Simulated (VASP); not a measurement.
Here is a VASP 6.6.1 calculation.

Contents of POSCAR:

```
Mg
1.0
    3.1792646675      0.0000000000      0.0000000000
   -1.5896323337      2.7533239674      0.0000000000
    0.0000000000      0.0000000000      5.1568903974
Mg
2
Direct
    0.3333333333      0.6666666667      0.2500000000
    0.6666666667      0.3333333333      0.7500000000
```

The input INCAR.step1:

```
SYSTEM = Mg
PREC = Accurate
ENCUT = 520
ISMEAR = 1
SIGMA = 0.01
LREAL = .FALSE.
LASPH = .TRUE.
NELM = 100
NBANDS = 9
GGA = PE
ALGO = Normal
EDIFF = 1E-4
LWAVE = .TRUE.
LCHARG = .FALSE.
```

The input INCAR.step2:

```
SYSTEM = Mg
PREC = Accurate
ENCUT = 520
EDIFF = 1E-7
ISMEAR = 1
SIGMA = 0.01
LREAL = .FALSE.
LASPH = .TRUE.
NELM = 100
ALGO = Normal
ISIF = 2
LWAVE = .FALSE.
LCHARG = .TRUE.
METAGGA = R2SCAN
LMIXTAU = .TRUE.
LELF = .TRUE.
LVHAR = .TRUE.
NBANDS = 9
ISTART = 1
```

Contents of KPOINTS:

```
regular mesh
0
G
  11 11 6
  0 0 0
```

Potentials or basis: VASP PAW PBE potentials, release 64 (Mg).

Run with:

```bash
$ cat potpaw_PBE.64/Mg/POTCAR > POTCAR
$ cp INCAR.step1 INCAR
$ mpirun -np 1 vasp_std > vasp.out
$ cp INCAR.step2 INCAR
$ mpirun -np 1 vasp_std > vasp.out
```

(1) Estimate the band gap on the k mesh.

(2) Estimate the pressure.

Answers

(1) zero (bands 2 and 3 overlap by 2.07 eV).

(2) -0.2 GPa.

Caveat: the PAW data sets were made with another functional, which shifts forces and pressure a little.
